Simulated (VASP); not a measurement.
# Mn (Pm-3m) in VASP: notebook

Mn is run at these levels: PBE, HSE06; tasks: single point.

Everything below comes from runs of VASP 6.6.1. Logs are shortened: lines on timing, memory, paths and dates and some standing lists are left out, and cuts for length are marked.

### 1 The cell of the first run

The structure is cubic, space group Pm-3m (No. 221). Conventional cell: a = 2.373 Å, b = 2.373 Å, c = 2.373 Å, α = 90.00°, β = 90.00°, γ = 90.00°. Mn (site symmetry m-3m) has 6 Mn at 2.37 Å within 3.1 Å.

### 2 Single point, PBE, collinear spin, antiferromagnetic start

File INCAR:

```
PREC = Accurate ; ENCUT = 520
EDIFF = 1E-6 ; ISMEAR = -1
SIGMA = 0.1 ; LREAL = F
LASPH = T ; NELM = 150
ALGO = Normal ; ISIF = 2
LWAVE = F ; LCHARG = F
ISPIN = 2 ; MAGMOM = 2.238 -2.238
LORBIT = 11 ; LMAXMIX = 4
GGA = PE ; NBANDS = 24
```

File KPOINTS:

```
Automatic mesh
0
Gamma
  6 6 6
```

File POSCAR:

```
Mn
1.0
    0.0000000000      2.3731139295      2.3731139295
    2.3731139295      0.0000000000      2.3731139295
    2.3731139295      2.3731139295      0.0000000000
Mn
2
Direct
    0.0000000000      0.0000000000      0.0000000000
    0.5000000000      0.5000000000      0.5000000000
```

Potentials or basis: VASP PAW PBE potentials, release 64 (Mn_pv).

Command:

```console
$ cat potpaw_PBE.64/Mn_pv/POTCAR > POTCAR
$ mpirun -np 1 vasp_std > vasp.out
```

OUTCAR:

```text
PREC = Accurate
   ENCUT = 520
   EDIFF = 1E-6
   ISMEAR = -1
   LREAL = F
   LASPH = T
   NELM = 150
   ISIF = 2
   ISPIN = 2
   LORBIT = 11
   GGA = PE

 ion  position               nearest neighbor table
   1  0.000  0.000  0.000-   2 2.37   2 2.37   2 2.37   2 2.37   2 2.37   2 2.37
   2  0.500  0.500  0.500-   1 2.37   1 2.37   1 2.37   1 2.37   1 2.37   1 2.37

  LATTYP: Found a face centered cubic cell.
 ALAT       =     4.7462278590

  Lattice vectors:

 A1 = (   0.0000000000,   2.3731139295,   2.3731139295)
 A2 = (   2.3731139295,   0.0000000000,   2.3731139295)
 A3 = (   2.3731139295,   2.3731139295,   0.0000000000)

Analysis of symmetry for initial positions (statically):
=====================================================================
 Subroutine PRICEL returns following result:

  LATTYP: Found a simple cubic cell.
 ALAT       =     2.3731139295
[... 12 lines left out ...]
 Subroutine GETGRP returns: Found 48 space group operations
 (whereof 48 operations were pure point group operations)
 out of a pool of 48 trial point group operations.

The static configuration has the point symmetry O_h .

Analysis of symmetry for dynamics (positions and initial velocities):
=====================================================================
 Subroutine PRICEL returns following result:

  LATTYP: Found a simple cubic cell.
 ALAT       =     2.3731139295
[... 12 lines left out ...]
 Subroutine GETGRP returns: Found 48 space group operations
 (whereof 48 operations were pure point group operations)
 out of a pool of 48 trial point group operations.

The dynamic configuration has the point symmetry O_h .

Analysis of structural, dynamic, and magnetic symmetry:
=====================================================================
 Subroutine PRICEL returns following result:

  LATTYP: Found a simple cubic cell.
 ALAT       =     2.3731139295
[... 12 lines left out ...]
 Subroutine GETGRP returns: Found 48 space group operations
 (whereof 48 operations were pure point group operations)
 out of a pool of 48 trial point group operations.

The overall configuration has the point symmetry O_h .

 Subroutine INISYM returns: Found 48 space group operations
 (whereof 48 operations are pure point group operations),
 and found     2 'primitive' translations

----------------------------------------------------------------------------------------

                                     Primitive cell

  volume of cell :      13.3646

[... 99 lines left out ...]
  Fermi-wavevector in a.u.,A,eV,Ry     =   1.622074  3.065276 35.798621  2.631124
  Thomas-Fermi vector in A             =   2.715747
   LORBIT       =     11    0 simple, 1 ext, 2 COOP (PROOUT), +10 PAW based schemes
   GGA     = PE    functional components
   LHFCALC =     F    Hartree Fock is set to
   AEXX    =    0.0000 exact exchange contribution
   IVDW    =     0    specifies the selected vdW correction
   LEPSILON=     F    determine dielectric tensor
   LRPA    =     F    only Hartree local field effects (RPA)
 spin polarized calculation
  energy-cutoff  :      520.00
  volume of cell :       26.73
 maximum number of plane-waves:       745
 NGX is ok and might be reduce to    28

 number of electron      25.9999991 magnetization      -0.0000000

 number of electron      25.9999991 magnetization       0.0000000

 Free energy of the ion-electron system (eV)
  ---------------------------------------------------
  ext. energy  EPLUGINS =         0.00000000
  ---------------------------------------------------
  free energy    TOTEN  =       -16.63957235 eV

  energy without entropy =      -16.57097567  energy(sigma->0) =      -16.60527401

 E-fermi :   8.4108     XC(G=0): -12.5831

 val. band max:        8.3451933854   @ k =   0.5000   0.1667   0.0000
 cond. band min:       8.4611541460   @ k =  -0.3333   0.3333   0.0000
 fundamental gap:      0.1159607606
 Fermi energy:         8.4107807894

 spin component 1

 k-point     1 :       0.0000    0.0000    0.0000
  band No.  band energies     occupation
      1     -40.9214      1.00000
      2     -40.9214      1.00000
      3     -40.9214      1.00000
      4     -38.4611      1.00000
      5     -38.4611      1.00000
      6     -38.4611      1.00000
[... 421 lines left out ...]
     23      26.8479      0.00000
     24      29.8963      0.00000
 Fermi energy:         8.4107807894

 spin component 2

 k-point     1 :       0.0000    0.0000    0.0000
  band No.  band energies     occupation
      1     -40.9214      1.00000
      2     -40.9214      1.00000
      3     -40.9214      1.00000
      4     -38.4611      1.00000
      5     -38.4611      1.00000
      6     -38.4611      1.00000
[... 421 lines left out ...]
     23      26.8479      0.00000
     24      29.8963      0.00000

------------------------ aborting loop because EDIFF is reached ----------------------------------------

  FORCE on cell =-STRESS in cart. coord.  units (eV):
  Direction    XX          YY          ZZ          XY          YZ          ZX
  --------------------------------------------------------------------------------------
  -------------------------------------------------------------------------------------
  Total       -0.0513174     -0.0513174     -0.0513174      0.0000000     -0.0000000      0.0000000
  in kB       -3.0760248     -3.0760248     -3.0760248      0.0000000     -0.0000000      0.0000000
  external PRESSURE =      -3.0760248 kB  Pullay stress =       0.0000000 kB

 VOLUME and BASIS-vectors are now :
 -----------------------------------------------------------------------------
  energy-cutoff  :      520.00
  volume of cell :       26.73
      direct lattice vectors                 reciprocal lattice vectors
     0.000000000  2.373113930  2.373113930    -0.210693635  0.210693635  0.210693635
     2.373113930  0.000000000  2.373113930     0.210693635 -0.210693635  0.210693635
     2.373113930  2.373113930  0.000000000     0.210693635  0.210693635 -0.210693635

 POSITION                                       TOTAL-FORCE (eV/Angst)
 -----------------------------------------------------------------------------------
      0.00000      0.00000      0.00000         0.000000     -0.000000     -0.000000
      2.37311      2.37311      2.37311        -0.000000      0.000000      0.000000
 -----------------------------------------------------------------------------------
    total drift:                                0.000000      0.000000      0.000000

  FREE ENERGIE OF THE ION-ELECTRON SYSTEM (eV)
  ---------------------------------------------------
  free  energy   TOTEN  =       -16.6395723517 eV

  energy  without entropy=      -16.5709756715  energy(sigma->0) =      -16.60527401

 total charge

# of ion       s       p       d       tot
------------------------------------------
    1        0.411   6.271   5.140  11.823
    2        0.411   6.271   5.140  11.823
--------------------------------------------------
tot          0.822  12.542  10.281  23.645

 magnetization (x)

# of ion       s       p       d       tot
------------------------------------------
    1        0.040   0.018   2.248   2.306
    2       -0.040  -0.018  -2.248  -2.306
--------------------------------------------------
tot          0.000   0.000   0.000   0.000
```

OSZICAR:

```text
N       E                     dE             d eps       ncg     rms          rms(c)
DAV:   1     0.254001814738E+03    0.25400E+03   -0.14638E+04  1584   0.144E+03
DAV:   2    -0.830629719569E+01   -0.26231E+03   -0.25123E+03  1584   0.391E+02
DAV:   3    -0.184354745331E+02   -0.10129E+02   -0.10079E+02  1712   0.895E+01
DAV:   4    -0.185378858789E+02   -0.10241E+00   -0.10240E+00  1752   0.879E+00
DAV:   5    -0.185398460601E+02   -0.19602E-02   -0.19602E-02  1776   0.123E+00    0.144E+01
DAV:   6    -0.166564786545E+02    0.18834E+01   -0.78378E+00  1600   0.353E+01    0.730E+00
DAV:   7    -0.166256082950E+02    0.30870E-01   -0.55483E-01  1592   0.916E+00    0.308E+00
DAV:   8    -0.166386779506E+02   -0.13070E-01   -0.36557E-02  1808   0.134E+00    0.128E+00
DAV:   9    -0.166388851333E+02   -0.20718E-03   -0.49321E-02  1832   0.131E+00    0.293E-01
DAV:  10    -0.166394224192E+02   -0.53729E-03   -0.23433E-03  1672   0.411E-01    0.176E-01
DAV:  11    -0.166395594392E+02   -0.13702E-03   -0.51277E-04  1704   0.198E-01    0.492E-02
DAV:  12    -0.166395715977E+02   -0.12158E-04   -0.37773E-05  1696   0.440E-02    0.155E-02
DAV:  13    -0.166395723517E+02   -0.75404E-06   -0.40735E-06  1664   0.151E-02
   1 F= -.16639572E+02 E0= -.16605274E+02  d E =-.685967E-01  mag=    -0.0000
```

stdout:

```text
POSCAR found type information on POSCAR Mn
 POSCAR found :  1 types and       2 ions
 scaLAPACK will be used
 LDA part: xc-table for (Slater+PW92), standard interpolation
 POSCAR, INCAR and KPOINTS ok, starting setup
 FFT: planning ... GRIDC
 FFT: planning ... GRID_SOFT
 FFT: planning ... GRID
 WAVECAR not read
 entering main loop
```

Run time: 25 s. Hardware: 1 thread of Intel Xeon Platinum 8259CL at 2.50GHz (Skylake/Cascade Lake), shared host; peak memory 0.17 GiB.

Results:

| Property | Result |
| --- | --- |
| Free energy | -16.6396 eV |
| Pressure | -0.3 GPa |
| Band gap on the k mesh | zero (filled and empty bands overlap) |
| Net moment | 0.00 μB per cell |
| Site moments | Mn +2.31, -2.31 μB |
| Valence electrons inside the program's atomic spheres | Mn 11.82 |

Caveat: the k points lie up to 0.38 Å⁻¹ apart.

### 3 Single point, PBE

This run uses another cell than the first one: it holds 1 atom, not 2.

File INCAR:

```
ALGO = Normal
EDIFF = 1E-7
ENCUT = 520
GGA = PE
ISIF = 2
ISMEAR = -1
LASPH = T
LCHARG = F
LREAL = F
LWAVE = F
NBANDS = 12
NELM = 100
PREC = Accurate
SIGMA = 0.1
```

File KPOINTS:

```
k-points
0
Gamma
  22 22 22
```

File POSCAR:

```
Mn
1.0
    2.2846319817      0.0000000000      0.0000000000
    0.0000000000      2.2846319817      0.0000000000
    0.0000000000      0.0000000000      2.2846319817
Mn
1
Direct
    0.0000000000      0.0000000000      0.0000000000
```

Potentials or basis: VASP PAW PBE potentials, release 64 (Mn_pv).

Command:

```console
$ cat potpaw_PBE.64/Mn_pv/POTCAR > POTCAR
$ mpirun -np 1 vasp_std > vasp.out
```

OUTCAR:

```text
EDIFF = 1E-7
   ENCUT = 520
   GGA = PE
   ISIF = 2
   ISMEAR = -1
   LASPH = T
   LREAL = F
   NELM = 100
   PREC = Accurate

 ion  position               nearest neighbor table
   1  0.000  0.000  0.000-

  LATTYP: Found a simple cubic cell.
 ALAT       =     2.2846319817

  Lattice vectors:

 A1 = (   2.2846319817,   0.0000000000,   0.0000000000)
 A2 = (   0.0000000000,   2.2846319817,   0.0000000000)
 A3 = (   0.0000000000,   0.0000000000,   2.2846319817)

Analysis of symmetry for initial positions (statically):
=====================================================================
 Subroutine PRICEL returns:
 Original cell was already a primitive cell.

 Routine SETGRP: Setting up the symmetry group for a
 simple cubic supercell.

 Subroutine GETGRP returns: Found 48 space group operations
 (whereof 48 operations were pure point group operations)
 out of a pool of 48 trial point group operations.

The static configuration has the point symmetry O_h .

Analysis of symmetry for dynamics (positions and initial velocities):
=====================================================================
 Subroutine PRICEL returns:
 Original cell was already a primitive cell.

 Routine SETGRP: Setting up the symmetry group for a
 simple cubic supercell.

 Subroutine GETGRP returns: Found 48 space group operations
 (whereof 48 operations were pure point group operations)
 out of a pool of 48 trial point group operations.

The dynamic configuration has the point symmetry O_h .

 Subroutine INISYM returns: Found 48 space group operations
 (whereof 48 operations are pure point group operations),
 and found     1 'primitive' translations

----------------------------------------------------------------------------------------

                                     Primitive cell

[... 112 lines left out ...]
   LORBIT       =      0    0 simple, 1 ext, 2 COOP (PROOUT), +10 PAW based schemes
   GGA     = PE    functional components
   LHFCALC =     F    Hartree Fock is set to
   AEXX    =    0.0000 exact exchange contribution
   IVDW    =     0    specifies the selected vdW correction
   LEPSILON=     F    determine dielectric tensor
   LRPA    =     F    only Hartree local field effects (RPA)
 non-spin polarized calculation
  energy-cutoff  :      520.00
  volume of cell :       11.92
 maximum number of plane-waves:       341
 NGX is ok and might be reduce to    18

 number of electron      13.0000022 magnetization

 Free energy of the ion-electron system (eV)
  ---------------------------------------------------
  ext. energy  EPLUGINS =         0.00000000
  ---------------------------------------------------
  free energy    TOTEN  =        -8.08961917 eV

  energy without entropy =       -8.03053247  energy(sigma->0) =       -8.06007582

 E-fermi :   9.4456     XC(G=0): -13.2760

 val. band max:        9.4417511071   @ k =   0.3636   0.3182   0.0455
 cond. band min:       9.4460898418   @ k =   0.5000   0.2273   0.0000
 fundamental gap:      0.0043387347
 Fermi energy:         9.4455536362

 k-point     1 :       0.0000    0.0000    0.0000
  band No.  band energies     occupation
      1     -38.2787      2.00000
      2     -38.2787      2.00000
      3     -38.2787      2.00000
      4       1.4518      2.00000
      5       5.7809      2.00000
      6       5.7809      2.00000
      7      11.0918      0.00000
      8      11.0918      0.00000
      9      11.0918      0.00000
     10      29.7841      0.00000
     11      29.7841      0.00000
     12      29.7841      0.00000
[... 331 lines left out ...]
 k-point    24 :       0.0909    0.0909    0.0000
  band No.  band energies     occupation
      1     -38.3473      2.00000
      2     -38.3392      2.00000
      3     -38.2666      2.00000
      4       1.9851      2.00000
      5       5.9494      2.00000
      6       6.0791      2.00000
      7      10.7612      0.00000
      8      10.9141      0.00000
      9      10.9732      0.00000
     10      27.5314      0.00000
     11      27.9393      0.00000
     12      30.5803      0.00000

 [... further k-points ...]

------------------------ aborting loop because EDIFF is reached ----------------------------------------

  FORCE on cell =-STRESS in cart. coord.  units (eV):
  Direction    XX          YY          ZZ          XY          YZ          ZX
  --------------------------------------------------------------------------------------
  -------------------------------------------------------------------------------------
  Total        0.0041314      0.0041314      0.0041314     -0.0000000     -0.0000000      0.0000000
  in kB        0.5550800      0.5550800      0.5550800     -0.0000000     -0.0000000      0.0000000
  external PRESSURE =       0.5550800 kB  Pullay stress =       0.0000000 kB

 VOLUME and BASIS-vectors are now :
 -----------------------------------------------------------------------------
  energy-cutoff  :      520.00
  volume of cell :       11.92
      direct lattice vectors                 reciprocal lattice vectors
     2.284631982  0.000000000  0.000000000     0.437707258  0.000000000  0.000000000
     0.000000000  2.284631982  0.000000000     0.000000000  0.437707258  0.000000000
     0.000000000  0.000000000  2.284631982     0.000000000  0.000000000  0.437707258

 POSITION                                       TOTAL-FORCE (eV/Angst)
 -----------------------------------------------------------------------------------
      0.00000      0.00000      0.00000         0.000000      0.000000      0.000000
 -----------------------------------------------------------------------------------
    total drift:                                0.000000      0.000000     -0.000000

  FREE ENERGIE OF THE ION-ELECTRON SYSTEM (eV)
  ---------------------------------------------------
  free  energy   TOTEN  =        -8.0896191729 eV

  energy  without entropy=       -8.0305324651  energy(sigma->0) =       -8.06007582
```

OSZICAR:

```text
N       E                     dE             d eps       ncg     rms          rms(c)
DAV:   1     0.825950085596E+02    0.82595E+02   -0.78982E+03  8828   0.137E+03
DAV:   2    -0.767998481032E+01   -0.90275E+02   -0.86598E+02  8992   0.316E+02
DAV:   3    -0.919941619423E+01   -0.15194E+01   -0.15143E+01  9580   0.486E+01
DAV:   4    -0.920994846442E+01   -0.10532E-01   -0.10532E-01  9404   0.392E+00
DAV:   5    -0.921010354362E+01   -0.15508E-03   -0.15508E-03  9556   0.476E-01    0.109E+01
DAV:   6    -0.814397867552E+01    0.10661E+01   -0.41389E+00  9196   0.353E+01    0.178E+00
DAV:   7    -0.809492800505E+01    0.49051E-01   -0.18050E-01  9280   0.745E+00    0.938E-01
DAV:   8    -0.808961031449E+01    0.53177E-02   -0.35194E-03  9276   0.741E-01    0.148E-01
DAV:   9    -0.808963785974E+01   -0.27545E-04   -0.50166E-04  9368   0.333E-01    0.212E-02
DAV:  10    -0.808961788938E+01    0.19970E-04   -0.10934E-05  9488   0.522E-02    0.544E-03
DAV:  11    -0.808961886599E+01   -0.97660E-06   -0.16626E-06  9512   0.231E-02    0.595E-04
DAV:  12    -0.808961910410E+01   -0.23811E-06   -0.22903E-08  5124   0.209E-03    0.157E-04
DAV:  13    -0.808961917285E+01   -0.68753E-07   -0.16865E-09  4568   0.555E-04
   1 F= -.80896192E+01 E0= -.80600758E+01  d E =-.590867E-01
```

stdout:

```text
POSCAR found type information on POSCAR Mn
 POSCAR found :  1 types and       1 ions
 scaLAPACK will be used
 LDA part: xc-table for (Slater+PW92), standard interpolation
 POSCAR, INCAR and KPOINTS ok, starting setup
 FFT: planning ... GRIDC
 FFT: planning ... GRID_SOFT
 FFT: planning ... GRID
 WAVECAR not read
 entering main loop
```

Run time: 30 s. Hardware: 1 thread of AMD EPYC 7R13 (Zen 3), shared host; peak memory 0.13 GiB.

Results:

| Quantity | Value |
| --- | --- |
| Free energy | -8.0896 eV |
| Pressure | 0.1 GPa |

Caveat: the run has no spin polarisation, though such a crystal can be magnetic.

(Part 1 of 2 ends here.)
